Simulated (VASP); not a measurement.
# PrYSe3 (P1) in VASP: further runs

The runs below take PrYSe3 through single point, with PBE.

Everything below comes from runs of VASP 6.6.1. Logs are shortened: lines on timing, memory, paths and dates and some standing lists are left out, and cuts for length are marked.

**1. The cell of the first run**

The typed cell holds 5 atoms: a = 4.777 Å, b = 4.602 Å, c = 7.586 Å, α = 88.59°, β = 89.92°, γ = 58.60°.

The cell was built from a structure type or drawn by symmetry, and may not be a known phase.

**2. Single point, PBE**

INCAR

```
ALGO = Normal ; EDIFF = 1E-6
ENCUT = 500 ; GGA = PE
GGA_COMPAT = F ; ISIF = 2
ISMEAR = 0 ; LASPH = T
LCHARG = F ; LMAXMIX = 6
LREAL = F ; LWAVE = F
NBANDS = 28 ; NELM = 200
PREC = Accurate ; SIGMA = 0.1
```

KPOINTS

```
k-points
0
Gamma
  4 4 2
```

POSCAR

```
PrYSe3
1.0
    4.7767915199      0.0490477415     -0.0270494320
    2.3550110029      3.9237356240     -0.4907038035
    0.0411899724      1.1322702153      7.5012480030
Pr Y Se
1 1 3
Direct
    0.1041798067      0.5704816255      0.6546523054
    0.7622315578      0.2569352746      0.1319924261
    0.4384797104     -0.0991807987      0.8934208593
    0.1060602935      0.5673415154      0.2361098446
    0.7593233917      0.2618684633      0.5178240247
```

Potentials or basis: VASP PAW PBE potentials, release 64 (Pr_3, Y_sv, Se), 4f in core.

The run is started by

```console
$ cat potpaw_PBE.64/Pr_3/POTCAR potpaw_PBE.64/Y_sv/POTCAR potpaw_PBE.64/Se/POTCAR > POTCAR
$ mpirun -np 1 vasp_std > vasp.out
```

OUTCAR:

```text
EDIFF = 1E-6
   ENCUT = 500
   GGA = PE
   ISIF = 2
   ISMEAR = 0
   LASPH = T
   LREAL = F
   NELM = 200
   PREC = Accurate

 ion  position               nearest neighbor table
   1  0.104  0.570  0.655-   5 2.88   5 2.88   5 2.89   3 3.15   4 3.18   3 3.28   3 3.29
   2  0.762  0.257  0.132-   4 2.80   4 2.80   4 2.81   5 2.93   3 3.07   3 3.32   3 3.34
   3  0.438  0.901  0.893-   2 3.07   1 3.15   1 3.28   1 3.29   2 3.32   2 3.34
   4  0.106  0.567  0.236-   2 2.80   2 2.80   2 2.81   1 3.18
   5  0.759  0.262  0.518-   1 2.88   1 2.88   1 2.89   2 2.93

  LATTYP: Found a triclinic cell.
 ALAT       =     4.6024524217
 B/A-ratio  =     1.0379509588
 C/A-ratio  =     1.6483241278
 COS(alpha) =     0.0013627369
 COS(beta)  =     0.0245975291
 COS(gamma) =     0.5210077718

  Lattice vectors:

 A1 = (  -2.3550110029,  -3.9237356240,   0.4907038035)
 A2 = (  -4.7767915199,  -0.0490477415,   0.0270494320)
 A3 = (  -0.0411899724,  -1.1322702153,  -7.5012480030)

Analysis of symmetry for initial positions (statically):
=====================================================================
 Subroutine PRICEL returns:
 Original cell was already a primitive cell.

 Routine SETGRP: Setting up the symmetry group for a
 triclinic supercell.

 Subroutine GETGRP returns: Found  1 space group operations
 (whereof  1 operations were pure point group operations)
 out of a pool of  2 trial point group operations.

The static configuration has the point symmetry C_1 .

Analysis of symmetry for dynamics (positions and initial velocities):
=====================================================================
 Subroutine PRICEL returns:
 Original cell was already a primitive cell.

 Routine SETGRP: Setting up the symmetry group for a
 triclinic supercell.

 Subroutine GETGRP returns: Found  1 space group operations
 (whereof  1 operations were pure point group operations)
 out of a pool of  2 trial point group operations.

The dynamic configuration has the point symmetry C_1 .

 Subroutine INISYM returns: Found  1 space group operations
 (whereof  1 operations are pure point group operations),
 and found     1 'primitive' translations

----------------------------------------------------------------------------------------

                                     Primitive cell

  volume of cell :     142.3137

  direct lattice vectors                    reciprocal lattice vectors
     4.776791520  0.049047741 -0.027049432     0.210721234 -0.124272862  0.017601186
     2.355011003  3.923735624 -0.490703803    -0.002800479  0.251788874 -0.037990704
     0.041189972  1.132270215  7.501248003     0.000576662  0.016022967  0.130889409

  length of vectors
     4.777119904  4.602452422  7.586333374     0.245269208  0.254654223  0.131867757

  position of ions in fractional coordinates (direct lattice)
     0.104179807  0.570481626  0.654652305
     0.762231558  0.256935275  0.131992426
     0.438479710  0.900819201  0.893420859
     0.106060294  0.567341515  0.236109845
     0.759323392  0.261868463  0.517824025

  ion indices of the primitive-cell ions
   primitive index   ion index
                 1           1
                 2           2
                 3           3
                 4           4
                 5           5

----------------------------------------------------------------------------------------

 KPOINTS: k-points

Automatic generation of k-mesh.
 Grid dimensions read from file:
 generate k-points for:    4    4    2

 Generating k-lattice:

  Cartesian coordinates                     Fractional coordinates (reciprocal lattice)
     0.052680309 -0.031068216  0.004400296     0.250000000  0.000000000 -0.000000000
    -0.000700120  0.062947219 -0.009497676     0.000000000  0.250000000 -0.000000000
     0.000288331  0.008011483  0.065444705    -0.000000000 -0.000000000  0.500000000

  Length of vectors
     0.061317302  0.063663556  0.065933879

  Shift w.r.t. Gamma in fractional coordinates (k-lattice)
     0.000000000  0.000000000  0.000000000

 Subroutine IBZKPT returns following result:
 ===========================================

 Found     20 irreducible k-points:

 Following reciprocal coordinates:
            Coordinates               Weight
  0.000000  0.000000  0.000000      1.000000
  0.250000 -0.000000 -0.000000      2.000000
  0.500000 -0.000000 -0.000000      1.000000
  0.000000  0.250000  0.000000      2.000000
  0.250000  0.250000 -0.000000      2.000000
  0.500000  0.250000 -0.000000      2.000000
[... 12 lines left out ...]
  0.250000  0.500000  0.500000      2.000000
  0.500000  0.500000  0.500000      1.000000
   k-points           NKPTS =     20   k-points in BZ     NKDIM =     20   number of bands    NBANDS=     28
   number of dos      NEDOS =    301   number of ions     NIONS =      5
   total plane-waves  NPLWV =  72576
   dimension x,y,z NGX =    36 NGY =   36 NGZ =   56
   dimension x,y,z NGXF=    72 NGYF=   72 NGZF=  112
   ions per type =               1   1   3
   NGX,Y,Z   is equivalent  to a cutoff of  12.53, 13.00, 12.27 a.u.
   NGXF,Y,Z  is equivalent  to a cutoff of  25.06, 26.01, 24.54 a.u.
 SYSTEM =  unknown system
   PREC   = accura    normal or accurate (medium, high low for compatibility)
   ISTART =      0    job   : 0-new  1-cont  2-samecut
   ICHARG =      2    charge: 1-file 2-atom 10-const
   ISPIN  =      1    spin polarized calculation?
   LNONCOLLINEAR =      F non collinear calculations
   LSORBIT =      F    spin-orbit coupling
   LASPH  =      T    aspherical Exc in radial PAW
   ENCUT  =  500.0 eV  36.75 Ry    6.06 a.u.   8.71  8.39 13.83*2*pi/ulx,y,z
   NELM   =    200;   NELMIN=  2; NELMDL= -5     # of ELM steps
   EDIFF  = 0.1E-05   stopping-criterion for ELM
   LREAL  =      F    real-space projection
   EDIFFG = 0.1E-04   stopping-criterion for IOM
   NSW    =      0    number of steps for IOM
   IBRION =     -1    ionic relax: 0-MD 1-quasi-New 2-CG
   NFREE  =      0    steps in history (QN), initial steepest desc. (CG)
   ISIF   =      2    stress and relaxation
   ISYM   =      2    0-nonsym 1-usesym 2-fastsym
   POTIM  = 0.5000    time-step for ionic-motion
   TEBEG  =    0.0;   TEEND  =   0.0 temperature during run
   PSTRESS=    0.0 pullay stress
   NELECT =      40.0000    total number of electrons
   NUPDOWN=      -1.0000    fix difference up-down
   EMIN   =  10.00;   EMAX   =-10.00  energy-range for DOS
   EFERMI =   0.00;   METHOD = LEGACY
   ISMEAR =     0;   SIGMA  =   0.10  broadening in eV -4-tet -1-fermi 0-gaus
   EFERMI_NEDOS =   21; number of points for ismear=-14 and -15
   IALGO  =     38    algorithm
   IMIX   =      4    mixing-type and parameters
     AMIX     =   0.40;   BMIX     =  1.00
     AMIX_MAG =   1.60;   BMIX_MAG =  1.00
  volume/ion in A,a.u.               =      28.46       192.08
  Fermi-wavevector in a.u.,A,eV,Ry     =   1.072373  2.026491 15.646482  1.149984
  Thomas-Fermi vector in A             =   2.208141
   LORBIT       =      0    0 simple, 1 ext, 2 COOP (PROOUT), +10 PAW based schemes
   GGA     = PE    functional components
   LHFCALC =     F    Hartree Fock is set to
   AEXX    =    0.0000 exact exchange contribution
   IVDW    =     0    specifies the selected vdW correction
   LEPSILON=     F    determine dielectric tensor
   LRPA    =     F    only Hartree local field effects (RPA)
 non-spin polarized calculation
 Gauss-broadening in eV      SIGMA  =   0.10
  energy-cutoff  :      500.00
  volume of cell :      142.31
 maximum number of plane-waves:      3629
 NGX is ok and might be reduce to    36
   NGX = 17   NGY = 17   NGZ = 27

 number of electron      40.0000001 magnetization

 Free energy of the ion-electron system (eV)
  ---------------------------------------------------
  ext. energy  EPLUGINS =         0.00000000
  ---------------------------------------------------
  free energy    TOTEN  =       -30.55428298 eV

  energy without entropy =      -30.55428298  energy(sigma->0) =      -30.55428298

 E-fermi :   3.5229     XC(G=0):  -9.2615

 val. band max:        2.9971671170   @ k =   0.0000   0.0000   0.0000
 cond. band min:       4.3943325349   @ k =   0.5000   0.5000  -0.0000
 fundamental gap:      1.3971654179
 Fermi energy:         3.5229154864

 k-point     1 :       0.0000    0.0000    0.0000
  band No.  band energies     occupation
      1     -39.7904      2.00000
      2     -33.3425      2.00000
      3     -19.8039      2.00000
      4     -19.7303      2.00000
      5     -19.7238      2.00000
      6     -15.3771      2.00000
[... 20 lines left out ...]
     27       6.4090      0.00000
     28       7.1799      0.00000

 k-point     2 :       0.2500   -0.0000   -0.0000
  band No.  band energies     occupation
      1     -39.7896      2.00000
      2     -33.3395      2.00000
      3     -19.8002      2.00000
      4     -19.7580      2.00000
      5     -19.7301      2.00000
      6     -15.3771      2.00000
[... 20 lines left out ...]
     27       6.8881      0.00000
     28       7.3650      0.00000

 k-point     3 :       0.5000   -0.0000   -0.0000
  band No.  band energies     occupation
      1     -39.7888      2.00000
      2     -33.3364      2.00000
      3     -19.7967      2.00000
      4     -19.7869      2.00000
      5     -19.7345      2.00000
      6     -15.4681      2.00000
[... 20 lines left out ...]
     27       6.6640      0.00000
     28       7.3371      0.00000

 k-point     4 :       0.0000    0.2500    0.0000
  band No.  band energies     occupation
      1     -39.7895      2.00000
      2     -33.3388      2.00000
      3     -19.8018      2.00000
      4     -19.7526      2.00000
      5     -19.7370      2.00000
      6     -15.3758      2.00000
[... 454 lines left out ...]
     27       6.6839      0.00000
     28       7.1302      0.00000

 k-point    19 :       0.2500    0.5000    0.5000
  band No.  band energies     occupation
      1     -39.7887      2.00000
      2     -33.3358      2.00000
      3     -19.8009      2.00000
      4     -19.7736      2.00000
      5     -19.7470      2.00000
      6     -15.4375      2.00000
[... 20 lines left out ...]
     27       6.9012      0.00000
     28       7.2665      0.00000

 k-point    20 :       0.5000    0.5000    0.5000
  band No.  band energies     occupation
      1     -39.7889      2.00000
      2     -33.3365      2.00000
      3     -19.7978      2.00000
      4     -19.7861      2.00000
      5     -19.7342      2.00000
      6     -15.4666      2.00000
[... 20 lines left out ...]
     27       6.7022      0.00000
     28       7.0550      0.00000

------------------------ aborting loop because EDIFF is reached ----------------------------------------

  FORCE on cell =-STRESS in cart. coord.  units (eV):
  Direction    XX          YY          ZZ          XY          YZ          ZX
  --------------------------------------------------------------------------------------
  -------------------------------------------------------------------------------------
  Total        0.0865616      0.2549472      0.1282572      0.0060003     -0.0779884      0.0062095
  in kB        0.9745164      2.8702122      1.4439275      0.0675520     -0.8779991      0.0699069
  external PRESSURE =       1.7628854 kB  Pullay stress =       0.0000000 kB

 VOLUME and BASIS-vectors are now :
 -----------------------------------------------------------------------------
  energy-cutoff  :      500.00
  volume of cell :      142.31
      direct lattice vectors                 reciprocal lattice vectors
     4.776791520  0.049047741 -0.027049432     0.210721234 -0.124272862  0.017601186
     2.355011003  3.923735624 -0.490703803    -0.002800479  0.251788874 -0.037990704
     0.041189972  1.132270215  7.501248003     0.000576662  0.016022967  0.130889409

 POSITION                                       TOTAL-FORCE (eV/Angst)
 -----------------------------------------------------------------------------------
      1.86810      2.98477      4.62795        -0.000030      0.000687      0.019918
      4.25154      1.19498      0.84341         0.001141      0.001073     -0.013521
      4.25277      4.56768      6.24788         0.000124      0.007269     -0.002769
      1.85245      2.49864      1.48985         0.000276      0.006650     -0.005934
      4.26516      1.65106      3.73529        -0.001511     -0.015680      0.002305
 -----------------------------------------------------------------------------------
    total drift:                               -0.000060      0.000201     -0.000057

  FREE ENERGIE OF THE ION-ELECTRON SYSTEM (eV)
  ---------------------------------------------------
  free  energy   TOTEN  =       -30.5542829833 eV

  energy  without entropy=      -30.5542829833  energy(sigma->0) =      -30.55428298
```

Run time: 41 s. Hardware: 1 thread of Intel Xeon 6975P-C (Granite Rapids), shared host; peak memory 0.3 GiB.

What came out:

* Free energy: -30.5543 eV
* Pressure: 0.2 GPa
* Largest force: 0.020 eV/Å
* Band gap on the k mesh: 1.40 eV (least direct gap 1.52 eV)

Forces on the atoms (eV/Å):
```
Pr   0.000  0.001  0.020
Y    0.001  0.001 -0.014
Se   0.000  0.007 -0.003
Se   0.000  0.007 -0.006
Se  -0.002 -0.016  0.002
```

Levels at points of the mesh, in eV from the valence-band top:
```csv
k point,band 17,band 18,band 19,band 20,band 21,band 22,band 23,band 24
"(0.00, 0.00, 0.00)",-2.62,-0.91,-0.73,0.00,1.52,1.73,1.79,2.89
"(0.50, 0.00, 0.00)",-2.01,-1.12,-0.98,-0.54,1.40,2.58,2.73,2.88
"(0.00, 0.50, 0.00)",-2.22,-1.07,-1.06,-0.62,1.43,2.78,2.83,2.96
"(0.50, 0.50, 0.00)",-2.01,-1.11,-0.98,-0.53,1.40,2.58,2.73,2.87
"(0.00, 0.00, 0.50)",-1.52,-1.25,-1.21,-1.05,1.87,2.17,2.25,2.50
"(0.50, 0.00, 0.50)",-1.86,-1.59,-1.09,-0.51,2.26,2.53,3.00,3.14
"(0.00, 0.50, 0.50)",-1.86,-1.53,-1.12,-0.72,2.42,2.63,3.03,3.20
"(0.50, 0.50, 0.50)",-1.86,-1.58,-1.08,-0.50,2.25,2.53,3.00,3.14
```

Caveat: spin-orbit coupling is left out, which moves the levels of the heavy elements; the 4f electrons are frozen in the core, so they carry no moment and show no levels. A k mesh can miss the band edges.

**3. Single point, PBE**

This run uses another cell than the first one, of 32.91 Å³/atom.

INCAR

```
SYSTEM = PrYSe3
PREC = Accurate ; ENCUT = 500
EDIFF = 1E-6 ; ISMEAR = 0
SIGMA = 0.1 ; LREAL = .FALSE.
LASPH = .TRUE. ; NELM = 200
ALGO = Normal ; ISIF = 2
LWAVE = .FALSE. ; LCHARG = .TRUE.
GGA = PE ; LELF = .TRUE.
LVHAR = .TRUE. ; NBANDS = 28
GGA_COMPAT = .FALSE. ; LMAXMIX = 6
```

KPOINTS

```
regular mesh
0
G
  4 4 2
  0 0 0
```

POSCAR

```
PrYSe3
1.0
    4.5838217658      0.0000000000      0.0000000000
    2.2181925601      4.0594587443      0.0000000000
    0.0663930301      2.2609385861      8.8442560308
Pr Y Se
1 1 3
Direct
    0.1983551044      0.3697413934      0.6080090684
    0.6922599803      0.3933612242      0.0996861516
    0.3413644599      0.1140107706      0.9417292849
    0.0933926687      0.6089682428      0.2486523490
    0.8449025468      0.0713644491      0.5359226061
```

Potentials or basis: VASP PAW PBE potentials, release 64 (Pr_3, Y_sv, Se), 4f in core.

The run is started by

```console
$ cat potpaw_PBE.64/Pr_3/POTCAR potpaw_PBE.64/Y_sv/POTCAR potpaw_PBE.64/Se/POTCAR > POTCAR
$ mpirun -np 1 vasp_std > vasp.out
```

Run time: 52 s. Hardware: 1 thread of Intel Xeon 6975P-C (Granite Rapids), shared host; peak memory 0.34 GiB.

It converged, with:

```yaml
Free_energy: -29.8979 eV
Pressure: 0.0 GPa
Largest_force: 0.500 eV/Å
Band_gap_on_the_k_mesh: 1.56 eV (least direct gap 2.07 eV)
```

Forces on the atoms (eV/Å):
```
Pr   0.045  0.041  0.287
Y    0.105 -0.287  0.395
Se  -0.011  0.180 -0.258
Se  -0.108  0.081 -0.290
Se  -0.031 -0.015 -0.134
```

Stress tensor (GPa, compression positive):
```
 0.61  0.09 -0.26
 0.09  0.33  0.46
-0.26  0.46 -0.80
```

Levels at points of the mesh, in eV from the valence-band top:
```csv
k point,band 16,band 17,band 18,band 19,band 20,band 21,band 22,band 23,band 24,band 25
"(0.00, 0.00, 0.00)",-1.99,-1.97,-0.47,-0.40,0.00,2.07,2.39,2.50,2.66,2.80
"(0.50, 0.00, 0.00)",-1.69,-1.64,-1.10,-0.98,-0.56,1.97,2.38,2.83,2.94,3.29
"(0.00, 0.50, 0.00)",-2.05,-1.40,-1.12,-0.89,-0.73,1.84,2.40,2.70,2.81,3.13
"(0.50, 0.50, 0.00)",-1.74,-1.68,-1.10,-1.06,-0.50,1.98,2.38,2.78,3.03,3.26
"(0.00, 0.00, 0.50)",-1.95,-1.79,-0.89,-0.58,-0.51,2.44,2.55,2.66,2.98,3.00
"(0.50, 0.00, 0.50)",-2.05,-1.59,-1.02,-0.78,-0.64,1.82,2.30,2.65,2.77,3.14
"(0.00, 0.50, 0.50)",-1.87,-1.43,-1.15,-1.12,-0.35,1.96,2.40,2.81,2.97,3.32
"(0.50, 0.50, 0.50)",-2.06,-1.61,-1.12,-0.81,-0.62,1.85,2.32,2.67,2.79,3.16
```

Caveat: spin-orbit coupling is left out, which moves the levels of the heavy elements; the 4f electrons are frozen in the core, so they carry no moment and show no levels.
